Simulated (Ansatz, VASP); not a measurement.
Two plane-wave programs on VTe6Mo2

```
V Te Mo
1.0
     3.57012    0.00000    0.00000
    -1.78506    3.09181    0.00000
     0.00000    0.00000   25.79780
V Te Mo
1 6 2
Cartesian
  0.0000 0.0000 12.8989
  0.0000 2.0612 2.5290
  0.0000 2.0612 11.1380
  0.0000 2.0612 19.6638
  0.0000 2.0612 23.2688
  0.0000 2.0612 6.1340
  0.0000 2.0612 14.6598
  0.0000 0.0000 21.4662
  0.0000 0.0000 4.3316
```

Alike in both runs: task single point; functional PBE; k mesh 6 × 6 × 1; occupations gaussian, width 0.1 eV; collinear spin.

|  | VASP | Ansatz |
| --- | --- | --- |
| version | VASP 6.6.1 | Ansatz 0.2.0 |
| potentials or method | VASP PAW PBE potentials, release 64 (V_sv, Te, Mo_sv), cutoff 520 eV | scalar-relativistic, plane waves, PAW |
| valence electrons in the cell | 77 | 137 |

VASP gave:

```
gap on the k mesh at the Fermi level (eV)                     : 0.18
least direct gap on the mesh (eV)                             : 0.45
pressure (GPa)                                                : 0.0
rms of the force components (eV/Å)                            : 0.009
net moment per atom (μB)                                      : 0.11
size of the moment on the site where the two differ most (μB) : 1.02
```

Question: What did Ansatz give for the same quantities?

Answer: gap on the k mesh at the Fermi level (eV): 0.18; least direct gap on the mesh (eV): 0.45; pressure (GPa): 0.0; rms of the force components (eV/Å): 0.006; net moment per atom (μB): 0.11; size of the moment on the site where the two differ most (μB): 0.99.

Site moments also hang on the region over which each program counts them. Atom by atom the forces differ by 0.007 eV/Å (rms over components). With one functional, cell and mesh, what is left measures potentials, basis and numerics. VASP's potentials hold 77 valence electrons a cell and Ansatz's 137, so a difference there can come from the potentials and not from the codes.

Neither program's run includes spin-orbit coupling.
